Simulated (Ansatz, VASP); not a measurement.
## TiO2: VASP beside Ansatz

File INCAR:

```
SYSTEM = TiO2
PREC = Accurate
ENCUT = 520
EDIFF = 1E-7
ISMEAR = -1
SIGMA = 0.02
LREAL = .False.
LASPH = .True.
NELM = 60
ALGO = Normal
ISIF = 2
LWAVE = .False.
LCHARG = .True.
LELF = .True.
LVHAR = .True.
NBANDS = 33
```

File KPOINTS:

```
regular mesh
0
Gamma
  6 6 9
  0 0 0
```

The input POSCAR:

```
TiO2
1.0
    4.5998373239      0.0000000000      0.0000000000
    0.0000000000      4.5998373239      0.0000000000
    0.0000000000      0.0000000000      2.9592135600
Ti O
2 4
Direct
    0.5000000000      0.5000000000      0.0000000000
    0.0000000000      0.0000000000      0.5000000000
    0.6956786800      0.6956786800      0.5000000000
    0.8043213200      0.1956786800      0.0000000000
    0.1956786800      0.8043213200      0.0000000000
    0.3043213200      0.3043213200      0.5000000000
```

Input for Ansatz:

```yaml
crystal:
  lattice:
    - [4.5998373239, 0.0, 0.0]
    - [0.0, 4.5998373239, 0.0]
    - [0.0, 0.0, 2.95921356]
  atoms:
    - { symbol: Ti, position: [0.5, 0.5, 0.0] }
    - { symbol: Ti, position: [0.0, 0.0, 0.5] }
    - { symbol: O, position: [0.69567868, 0.69567868, 0.5] }
    - { symbol: O, position: [0.80432132, 0.19567868, 0.0] }
    - { symbol: O, position: [0.19567868, 0.80432132, 0.0] }
    - { symbol: O, position: [0.30432132, 0.30432132, 0.5] }
hamiltonian:
  xc: lda
  pseudopotentials:
    kind: all_electron
    lapw: { basis_error: 0.0003, muffin_tin_radii: { Ti: 1.032, O: 0.773 } }
kpoints:
  mp_grid: { grid: [6, 6, 9] }
scf:
  occupations: { method: fermi_dirac, width: 0.02 }
  convergence: { dr2_threshold: 1.0e-09 }
output:
  eigenvalues: true
  forces: true
  stress: true
```

Alike in both runs: task single point; functional LDA; k mesh 6 × 6 × 9; occupations fermi-dirac, width 0.02 eV; no spin polarisation.

|  | VASP | Ansatz |
| --- | --- | --- |
| version | VASP 6.6.1 | Ansatz 0.2.0 |
| potentials or method | VASP PAW LDA potentials, release 64 (Ti_sv, O), cutoff 520 eV | all-electron LAPW, scalar-relativistic |

Ansatz gave:

| Property | Result |
| --- | --- |
| gap on the k mesh at the Fermi level (eV) | 1.78 |
| least direct gap on the mesh (eV) | 1.78 |
| pressure (GPa) | -8.8 |
| traceless stress, the component that is largest in VASP (GPa) | -2.02 |
| rms of the force components (eV/Å) | 0.060 |

**Question.** Which values does VASP return?

**Answer.** gap on the k mesh at the Fermi level (eV): 1.75; least direct gap on the mesh (eV): 1.75; pressure (GPa): -7.8; traceless stress, the component that is largest in VASP (GPa): -1.78; rms of the force components (eV/Å): 0.046.

LDA's correlation is that of Perdew and Zunger in VASP and of Perdew and Wang (1992) in Ansatz. Atom by atom the forces differ by 0.014 eV/Å (rms over components). Ansatz ran all-electron here, and VASP with PAW potentials.
